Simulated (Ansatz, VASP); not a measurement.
## BaTiO3 in VASP and in Ansatz

The input INCAR:

```
  PREC = Accurate
  ENCUT = 520
  EDIFF = 1E-6
  ISMEAR = -1
  SIGMA = 0.05
  LREAL = F
  LASPH = T
  NELM = 80
  ALGO = Normal
  ISIF = 2
  LWAVE = F
  LCHARG = F
  GGA = CA
  NBANDS = 28
```

File KPOINTS:

```
regular mesh
0
Gamma
  9 9 9
```

Contents of POSCAR:

```
BaTiO3
1.0
    2.7699444471      1.5992281722      2.2704176869
   -2.7699444471      1.5992281722      2.2704176869
    0.0000000000     -3.1984563444      2.2704176869
Ba Ti O
1 1 3
Direct
    0.0000000000      0.0000000000      0.0000000000
    0.5140000000      0.5140000000      0.5140000000
    0.4916000000      0.4916000000      0.9815000000
    0.4916000000      0.9815000000      0.4916000000
    0.9815000000      0.4916000000      0.4916000000
```

Input for Ansatz:

```yaml
crystal:
  lattice:
    - [2.7699444471, 1.5992281722, 2.2704176869]
    - [-2.7699444471, 1.5992281722, 2.2704176869]
    - [0.0, -3.1984563444, 2.2704176869]
  atoms:
    - { symbol: Ba, position: [0.0, 0.0, 0.0] }
    - { symbol: Ti, position: [0.514, 0.514, 0.514] }
    - { symbol: O, position: [0.4916, 0.4916, 0.9815] }
    - { symbol: O, position: [0.4916, 0.9815, 0.4916] }
    - { symbol: O, position: [0.9815, 0.4916, 0.4916] }
kpoints:
  mp_grid: { grid: [9, 9, 9] }
  band_path:
    path:
      - [0.0, 0.0, 0.0]
      - [0.5, 0.5, 0.5]
      - [0.5025694503, 0.4974305497, 0.5]
      - [0.5, -0.4974305497, 0.4974305497]
      - [0.5, 0.0, 0.0]
      - [0.0, 0.0, 0.0]
      - [0.4987152749, -0.4987152749, 0.0]
      - [0.5012847251, 0.0, 0.4987152749]
      - [0.5, 0.0, 0.5]
    npoints: 5
scf:
  occupations: { method: fermi_dirac, width: 0.05 }
hamiltonian:
  xc: lda
  pseudopotentials: { kind: all_electron, lapw: { basis_error: 0.001 } }
output:
  forces: true
  stress: true
  eigenvalues: true
```

Change from the starting cell: volume scaled by 0.94.

Alike in both runs: task single point; functional LDA; k mesh 9 × 9 × 9; occupations fermi-dirac, width 0.05 eV; no spin polarisation.

|  | VASP | Ansatz |
| --- | --- | --- |
| version | VASP 6.6.1 | Ansatz 0.2.0 |
| potentials or method | VASP PAW LDA potentials, release 64 (Ba_sv, Ti_sv, O), cutoff 520 eV | all-electron LAPW, scalar-relativistic |

Ansatz gave:

```
gap on the k mesh at the Fermi level (eV)                     : 2.51
pressure (GPa)                                                : 5.6
traceless stress, the component that is largest in VASP (GPa) : -0.58
rms of the force components (eV/Å)                            : 0.280
```

**Question.** What did VASP give for the same quantities?

**Answer.** gap on the k mesh at the Fermi level (eV): 2.45; pressure (GPa): 8.2; traceless stress, the component that is largest in VASP (GPa): -0.66; rms of the force components (eV/Å): 0.321.

LDA's correlation is that of Perdew and Zunger in VASP and of Perdew and Wang (1992) in Ansatz. Atom by atom the forces differ by 0.044 eV/Å (rms over components). Ansatz ran all-electron here, and VASP with PAW potentials.

Spin-orbit coupling is off throughout.
